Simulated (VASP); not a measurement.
# Li3H2 (C2/m) in VASP: a series of runs

Runs on Li3H2. Level: PBE. Tasks: single point, relaxation of cell and atoms.

Everything below comes from runs of VASP 6.6.1. Logs are shortened: lines on timing, memory, paths and dates and some standing lists are left out, and cuts for length are marked.

## Step 1: The cell of the first run

The structure is monoclinic, space group C2/m (No. 12). Conventional cell: a = 9.032 Å, b = 4.239 Å, c = 2.797 Å, α = 90.00°, β = 107.90°, γ = 90.00°. Li (site symmetry m) has 4 H at 1.90 to 2.12 Å within 2.5 Å. Li (site symmetry 2/m) has 4 H at 2.00 to 2.01 Å within 2.6 Å. H (site symmetry m) has 6 Li at 1.90 to 2.12 Å within 2.5 Å.

The cell was generated, and may not be a known phase.

## Step 2: Single point, PBE

INCAR reads:

```
SYSTEM = Li3H2
PREC = Accurate
ENCUT = 520
EDIFF = 1E-7
ISMEAR = 0
SIGMA = 0.1
LREAL = .FALSE.
LASPH = .TRUE.
NELM = 100
ALGO = Normal
ISIF = 2
LWAVE = .FALSE.
LCHARG = .FALSE.
GGA = PE
NBANDS = 14
```

KPOINTS reads:

```
regular mesh
0
G
  10 10 14
  0 0 0
```

POSCAR reads:

```
Li3H2
1.0
    4.5158668151     -2.1197307995     -0.0143689775
    4.5158668151      2.1197307995     -0.0143689775
   -0.8514040802      0.0000000000      2.6647267425
Li H
3 2
Direct
    0.6830798854      0.6830798854      0.1835817514
    0.3169201146      0.3169201146      0.8164182486
    0.0000000000      0.0000000000      0.5000000000
    0.8333005412      0.8333005412      0.8329457367
    0.1666994588      0.1666994588      0.1670542633
```

Potentials or basis: VASP PAW PBE potentials, release 64 (Li_sv, H).

Command:

```
cat potpaw_PBE.64/Li_sv/POTCAR potpaw_PBE.64/H/POTCAR > POTCAR
mpirun -np 1 vasp_std > vasp.out
```

OUTCAR:

```text
SYSTEM = Li3H2
   PREC = Accurate
   ENCUT = 520
   EDIFF = 1E-7
   ISMEAR = 0
   LREAL = .FALSE.
   LASPH = .TRUE.
   NELM = 100
   ISIF = 2
   GGA = PE

 ion  position               nearest neighbor table
   1  0.683  0.683  0.184-
   2  0.317  0.317  0.816-
   3  0.000  0.000  0.500-
   4  0.833  0.833  0.833-
   5  0.167  0.167  0.167-

  LATTYP: Found a base centered monoclinic cell.
 ALAT       =     9.0317793505
 B/A-ratio  =     0.4693938408
 C/A-ratio  =     0.3097327295
 COS(beta)  =    -0.3073807848

  Lattice vectors:

 A1 = (   4.5158668151,  -2.1197307995,  -0.0143689775)
 A2 = (   4.5158668151,   2.1197307995,  -0.0143689775)
 A3 = (  -0.8514040802,   0.0000000000,   2.6647267425)

Analysis of symmetry for initial positions (statically):
=====================================================================
 Subroutine PRICEL returns:
 Original cell was already a primitive cell.

 Routine SETGRP: Setting up the symmetry group for a
 base centered monoclinic supercell.

 Subroutine GETGRP returns: Found  4 space group operations
 (whereof  4 operations were pure point group operations)
 out of a pool of  4 trial point group operations.

The static configuration has the point symmetry C_2h.

Analysis of symmetry for dynamics (positions and initial velocities):
=====================================================================
 Subroutine PRICEL returns:
 Original cell was already a primitive cell.

 Routine SETGRP: Setting up the symmetry group for a
 base centered monoclinic supercell.

 Subroutine GETGRP returns: Found  4 space group operations
 (whereof  4 operations were pure point group operations)
 out of a pool of  4 trial point group operations.

The dynamic configuration has the point symmetry C_2h.

 Subroutine INISYM returns: Found  4 space group operations
 (whereof  4 operations are pure point group operations),
 and found     1 'primitive' translations

----------------------------------------------------------------------------------------

                                     Primitive cell

  volume of cell :      50.9639

  direct lattice vectors                    reciprocal lattice vectors
     4.515866815 -2.119730800 -0.014368977     0.110833392 -0.235879009  0.035412262
     4.515866815  2.119730800 -0.014368977     0.110833392  0.235879009  0.035412262
    -0.851404080  0.000000000  2.664726743     0.001195291  0.000000000  0.375654907

  length of vectors
     4.988638915  4.988638915  2.797437670     0.263015163  0.263015163  0.375656808

  position of ions in fractional coordinates (direct lattice)
     0.683079885  0.683079885  0.183581751
     0.316920115  0.316920115  0.816418249
     0.000000000  0.000000000  0.500000000
     0.833300541  0.833300541  0.832945737
     0.166699459  0.166699459  0.167054263

  ion indices of the primitive-cell ions
   primitive index   ion index
                 1           1
                 2           2
                 3           3
                 4           4
                 5           5

----------------------------------------------------------------------------------------

 KPOINTS: regular mesh

Automatic generation of k-mesh.
 Grid dimensions read from file:
 generate k-points for:   10   10   14

 Generating k-lattice:

  Cartesian coordinates                     Fractional coordinates (reciprocal lattice)
     0.011083339 -0.023587901  0.003541226     0.100000000 -0.000000000  0.000000000
     0.011083339  0.023587901  0.003541226    -0.000000000  0.100000000  0.000000000
     0.000085378  0.000000000  0.026832493    -0.000000000 -0.000000000  0.071428571

  Length of vectors
     0.026301516  0.026301516  0.026832629

  Shift w.r.t. Gamma in fractional coordinates (k-lattice)
     0.000000000  0.000000000  0.000000000

 Subroutine IBZKPT returns following result:
 ===========================================

 Found    392 irreducible k-points:

 Following reciprocal coordinates:
            Coordinates               Weight
  0.000000  0.000000  0.000000      1.000000
  0.100000 -0.000000  0.000000      4.000000
  0.200000 -0.000000  0.000000      4.000000
  0.300000 -0.000000  0.000000      4.000000
  0.400000 -0.000000  0.000000      4.000000
  0.500000 -0.000000  0.000000      2.000000
[... 16 lines left out ...]
  0.300000  0.300000  0.000000      2.000000
  0.400000  0.300000  0.000000      4.000000
 [... further k-points ...]
   k-points           NKPTS =    392   k-points in BZ     NKDIM =    392   number of bands    NBANDS=     14
   number of dos      NEDOS =    301   number of ions     NIONS =      5
   total plane-waves  NPLWV =  38400
   dimension x,y,z NGX =    40 NGY =   40 NGZ =   24
   dimension x,y,z NGXF=    80 NGYF=   80 NGZF=   48
   ions per type =               3   2
   NGX,Y,Z   is equivalent  to a cutoff of  13.33, 13.33, 14.26 a.u.
   NGXF,Y,Z  is equivalent  to a cutoff of  26.66, 26.66, 28.53 a.u.
 SYSTEM =  Li3H2
   PREC   = accura    normal or accurate (medium, high low for compatibility)
   ISTART =      0    job   : 0-new  1-cont  2-samecut
   ICHARG =      2    charge: 1-file 2-atom 10-const
   ISPIN  =      1    spin polarized calculation?
   LNONCOLLINEAR =      F non collinear calculations
   LSORBIT =      F    spin-orbit coupling
   LASPH  =      T    aspherical Exc in radial PAW
   ENCUT  =  520.0 eV  38.22 Ry    6.18 a.u.   9.28  9.28  5.20*2*pi/ulx,y,z
   NELM   =    100;   NELMIN=  2; NELMDL= -5     # of ELM steps
   EDIFF  = 0.1E-06   stopping-criterion for ELM
   LREAL  =      F    real-space projection
   EDIFFG = 0.1E-05   stopping-criterion for IOM
   NSW    =      0    number of steps for IOM
   IBRION =     -1    ionic relax: 0-MD 1-quasi-New 2-CG
   NFREE  =      0    steps in history (QN), initial steepest desc. (CG)
   ISIF   =      2    stress and relaxation
   ISYM   =      2    0-nonsym 1-usesym 2-fastsym
   POTIM  = 0.5000    time-step for ionic-motion
   TEBEG  =    0.0;   TEEND  =   0.0 temperature during run
   PSTRESS=    0.0 pullay stress
   NELECT =      11.0000    total number of electrons
   NUPDOWN=      -1.0000    fix difference up-down
   EMIN   =  10.00;   EMAX   =-10.00  energy-range for DOS
   EFERMI =   0.00;   METHOD = LEGACY
   ISMEAR =     0;   SIGMA  =   0.10  broadening in eV -4-tet -1-fermi 0-gaus
   EFERMI_NEDOS =   21; number of points for ismear=-14 and -15
   IALGO  =     38    algorithm
   IMIX   =      4    mixing-type and parameters
     AMIX     =   0.40;   BMIX     =  1.00
     AMIX_MAG =   1.60;   BMIX_MAG =  1.00
  volume/ion in A,a.u.               =      10.19        68.78
  Fermi-wavevector in a.u.,A,eV,Ry     =   0.982015  1.855739 13.120826  0.964354
  Thomas-Fermi vector in A             =   2.113066
   LORBIT       =      0    0 simple, 1 ext, 2 COOP (PROOUT), +10 PAW based schemes
   GGA     = PE    functional components
   LHFCALC =     F    Hartree Fock is set to
   AEXX    =    0.0000 exact exchange contribution
   IVDW    =     0    specifies the selected vdW correction
   LEPSILON=     F    determine dielectric tensor
   LRPA    =     F    only Hartree local field effects (RPA)
 non-spin polarized calculation
 Gauss-broadening in eV      SIGMA  =   0.10
  energy-cutoff  :      520.00
  volume of cell :       50.96
 maximum number of plane-waves:      1390
 NGX is ok and might be reduce to    40
   NGX = 19   NGY = 19   NGZ = 11

 number of electron      10.9999997 magnetization

 Free energy of the ion-electron system (eV)
  ---------------------------------------------------
  ext. energy  EPLUGINS =         0.00000000
  ---------------------------------------------------
  free energy    TOTEN  =       -13.89405528 eV

  energy without entropy =      -13.89020248  energy(sigma->0) =      -13.89212888

 E-fermi :   1.9593     XC(G=0):  -8.0564

 val. band max:        1.9584953706   @ k =   0.4000   0.4000   0.4286
 cond. band min:       1.9630855093   @ k =   0.3000   0.3000   0.2857
 fundamental gap:      0.0045901387
 Fermi energy:         1.9593051870

 k-point     1 :       0.0000    0.0000    0.0000
  band No.  band energies     occupation
      1     -44.7149      2.00000
      2     -44.6219      2.00000
      3     -44.5885      2.00000
      4      -5.1169      2.00000
      5      -1.8668      2.00000
      6       2.6519      0.00000
      7       3.7944      0.00000
      8       4.8651      0.00000
      9       6.8190      0.00000
     10       7.6117      0.00000
     11      12.7427      0.00000
     12      13.8651      0.00000
     13      15.4524      0.00000
     14      15.6921      0.00000

 k-point     2 :       0.1000   -0.0000    0.0000
  band No.  band energies     occupation
      1     -44.7145      2.00000
      2     -44.6213      2.00000
      3     -44.5894      2.00000
      4      -5.0615      2.00000
      5      -2.0066      2.00000
      6       2.3601      0.00000
      7       3.8621      0.00000
      8       4.9693      0.00000
      9       7.1404      0.00000
     10       8.0642      0.00000
     11      12.7232      0.00000
     12      14.0572      0.00000
     13      15.2827      0.00000
     14      15.5439      0.00000
[... 343 lines left out ...]
      1     -44.7120      2.00000
      2     -44.6233      2.00000
      3     -44.5898      2.00000
      4      -4.7805      2.00000
      5      -2.6631      2.00000
      6       2.4607      0.00000
      7       2.5808      0.00000
      8       7.4978      0.00000
      9       8.6816      0.00000
     10       8.8953      0.00000
     11      11.6267      0.00000
     12      13.4027      0.00000
     13      13.6357      0.00000
     14      15.4841      0.00000

 k-point    24 :       0.4000    0.3000    0.0000
  band No.  band energies     occupation
      1     -44.7112      2.00000
      2     -44.6229      2.00000
      3     -44.5910      2.00000
      4      -4.6399      2.00000
      5      -2.8828      2.00000
      6       1.4417      2.00000
      7       3.6428      0.00000
      8       7.4234      0.00000
      9       9.5393      0.00000
     10       9.8256      0.00000
     11      11.5766      0.00000
     12      11.7735      0.00000
     13      13.9275      0.00000
     14      15.4256      0.00000

 [... further k-points ...]

------------------------ aborting loop because EDIFF is reached ----------------------------------------

  FORCE on cell =-STRESS in cart. coord.  units (eV):
  Direction    XX          YY          ZZ          XY          YZ          ZX
  --------------------------------------------------------------------------------------
  -------------------------------------------------------------------------------------
  Total       -0.0554891     -0.0451487     -0.0670423      0.0000000      0.0000000     -0.0042788
  in kB       -1.7444387     -1.4193620     -2.1076406      0.0000000      0.0000000     -0.1345137
  external PRESSURE =      -1.7571471 kB  Pullay stress =       0.0000000 kB

 VOLUME and BASIS-vectors are now :
 -----------------------------------------------------------------------------
  energy-cutoff  :      520.00
  volume of cell :       50.96
      direct lattice vectors                 reciprocal lattice vectors
     4.515866815 -2.119730800 -0.014368977     0.110833392 -0.235879009  0.035412262
     4.515866815  2.119730800 -0.014368977     0.110833392  0.235879009  0.035412262
    -0.851404080  0.000000000  2.664726743     0.001195291  0.000000000  0.375654907

 POSITION                                       TOTAL-FORCE (eV/Angst)
 -----------------------------------------------------------------------------------
      6.01309      0.00000      0.46956         0.001015      0.000000      0.000206
      2.16724      0.00000      2.16642        -0.001015      0.000000     -0.000206
     -0.42570      0.00000      1.33236         0.000000      0.000000      0.000000
      6.81698      0.00000      2.19563         0.000036      0.000000     -0.000333
      1.36335      0.00000      0.44036        -0.000036      0.000000      0.000333
 -----------------------------------------------------------------------------------
    total drift:                               -0.000000      0.000000      0.000000

  FREE ENERGIE OF THE ION-ELECTRON SYSTEM (eV)
  ---------------------------------------------------
  free  energy   TOTEN  =       -13.8940552836 eV

  energy  without entropy=      -13.8902024841  energy(sigma->0) =      -13.89212888
```

Run time: 6.7 min. Hardware: 1 thread of Oxide Virtual Turin-like, shared host; peak memory 0.3 GiB.

Results:

- Free energy: -13.8941 eV
- Band gap on the k mesh: zero (an odd number of electrons rules out a gap without spin polarisation)

Caveat: the cutoff is under 1.25 times the usual one of these potentials, so pressure, stress and relaxed cells hold a basis-set (Pulay) error.

## Step 3: Relaxation of cell and atoms, PBE

This run uses another cell than the first one, of 10.15 Å³/atom.

INCAR reads:

```
  PREC = Accurate
  ENCUT = 600
  EDIFF = 1E-6
  ISMEAR = 0
  SIGMA = 0.1
  LREAL = False
  LASPH = True
  NELM = 80
  ALGO = Normal
  ISIF = 3
  LWAVE = False
  LCHARG = False
  GGA = PE
  IBRION = 2
  NSW = 100
  EDIFFG = -0.01
```

KPOINTS reads:

```
regular mesh
0
Gamma
  10 10 14
```

POSCAR reads:

```
Li3H2
1.0
    4.5110329630     -2.1051935416      0.0000000000
    4.5110329630      2.1051935416      0.0000000000
   -0.8419888026      0.0000000000      2.6726034246
Li H
3 2
Direct
    0.6840965519      0.6840965519      0.1850632110
    0.3159034481      0.3159034481      0.8149367890
    0.0000000000      0.0000000000      0.5000000000
    0.8334895735      0.8334895735      0.8300739663
    0.1665104265      0.1665104265      0.1699260337
```

Potentials or basis: VASP PAW PBE potentials, release 64 (Li_sv, H).

Command:

```
cat potpaw_PBE.64/Li_sv/POTCAR potpaw_PBE.64/H/POTCAR > POTCAR
mpirun -np 1 vasp_std > vasp.out
```

It took 9.6 min on 1 thread of Oxide Virtual Turin-like, shared host; peak memory 0.3 GiB.

It converged, with:

```
Free energy                           : -13.8940 eV
Relaxed volume                        : 10.11 Å³/atom
Relaxed cell                          : a = 4.976 Å, b = 4.976 Å, c = 2.789 Å, α = 106.12°, β = 106.12°, γ = 50.24°
Space group after relaxing (to 0.1 Å) : Immm (No. 71)
Energy gained by relaxing             : 0.2 meV/atom
Ionic steps                           : 5
Pressure after relaxing               : 0.0 GPa
Largest force after relaxing          : 0.009 eV/Å
Band gap on the k mesh                : zero (an odd number of electrons rules out a gap without spin polarisation)
```

Forces on the atoms (eV/Å):
```
Li   0.003  0.000 -0.009
Li  -0.003  0.000  0.009
Li   0.000  0.000  0.000
H   -0.001  0.000  0.008
H    0.001  0.000 -0.008
```

Stress tensor (GPa, compression positive):
```
-0.01  0.00 -0.01
 0.00  0.06  0.00
-0.01  0.00  0.07
```

Step by step:
```tsv
step	energy change (eV)	largest force (eV/Å)	pressure (GPa)	volume (Å³)
1	0.0000	0.0246	-0.06	50.76
2	-0.0002	0.0213	-0.05	50.74
3	-0.0005	0.0131	-0.01	50.66
4	-0.0008	0.0114	0.06	50.50
5	-0.0008	0.0092	0.04	50.53
```

Final structure:
```
Li H
1.0
     4.50556   -2.11226   -0.01231
     4.50556    2.11226   -0.01231
    -0.84826    0.00000    2.65723
Li H
3 2
Cartesian
  5.9972 0.0000 0.4731
  2.1656 0.0000 2.1596
  -0.4241 0.0000 1.3286
  6.8031 0.0000 2.1906
  1.3598 0.0000 0.4420
```

Levels at points of the mesh, in eV from the Fermi level:
```tsv
k point	band 1	band 2	band 3	band 4	band 5	band 6	band 7	band 8	band 9
(0.00, 0.00, 0.00)	-46.66	-46.56	-46.53	-7.10	-3.83	0.69	1.85	2.92	4.90
(0.50, 0.00, 0.00)	-46.65	-46.55	-46.55	-6.03	-5.53	-1.65	2.53	6.27	7.30
(0.50, 0.50, 0.00)	-46.65	-46.57	-46.53	-6.47	-5.13	0.32	0.43	7.94	8.29
(0.00, 0.00, 0.50)	-46.63	-46.53	-46.53	-4.59	-3.63	1.14	1.33	5.15	5.42
(0.50, 0.00, 0.50)	-46.63	-46.53	-46.53	-4.61	-3.57	1.29	2.73	2.84	3.48
(0.50, 0.50, 0.50)	-46.63	-46.53	-46.53	-4.59	-3.62	1.11	1.30	5.20	5.43
```

Caveat: the cutoff is under 1.25 times the usual one of these potentials, so pressure, stress and relaxed cells hold a basis-set (Pulay) error.
